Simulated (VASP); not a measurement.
A run of VASP 6.6.1:

INCAR

```
ALGO = Normal
EDIFF = 1E-6
ENCUT = 520
GGA = PE
ISIF = 2
ISMEAR = -1
LASPH = True
LCHARG = False
LREAL = False
LWAVE = False
NBANDS = 63
NELM = 60
PREC = Accurate
SIGMA = 0.05
```

KPOINTS

```
k-points
0
Gamma
  4 4 2
```

Contents of POSCAR:

```
HfIn4SiO6
1.0
    5.2034954442      0.0000028463      0.0000000000
   -2.6017501871      4.5063578200      0.0000000000
    0.0000000000      0.0000000000      9.7416682674
Hf In Si O
1 4 1 6
Direct
    0.6666666667      0.3333333333      0.0000000000
    0.0000000000      0.0000000000      0.3273936545
    0.0000000000      0.0000000000      0.6726063455
    0.3333333333      0.6666666667      0.7670710725
    0.3333333333      0.6666666667      0.2329289275
    0.0000000000      0.0000000000      0.0000000000
    0.9776381717      0.7049053681      0.8913705987
    0.2950946319      0.0223618283      0.1086294013
    0.2950946319      0.2727328036      0.8913705987
    0.7272671964      0.7049053681      0.1086294013
    0.7272671964      0.0223618283      0.8913705987
    0.9776381717      0.2727328036      0.1086294013
```

Potentials or basis: VASP PAW PBE potentials, release 64 (Hf_pv, In_d, Si, O).

Launch:

```console
$ cat potpaw_PBE.64/Hf_pv/POTCAR potpaw_PBE.64/In_d/POTCAR potpaw_PBE.64/Si/POTCAR potpaw_PBE.64/O/POTCAR > POTCAR
$ mpirun -np 1 vasp_std > vasp.out
```

Hardware: 1 thread of AMD EPYC 7R13, on a shared host.

Problem. How long does it take, and how much memory?

Solution. Run time: 3.1 min on 1 thread of AMD EPYC 7R13, with other jobs on the host, peak memory 0.36 GiB. Counts: scf iterations 18, k points 8.
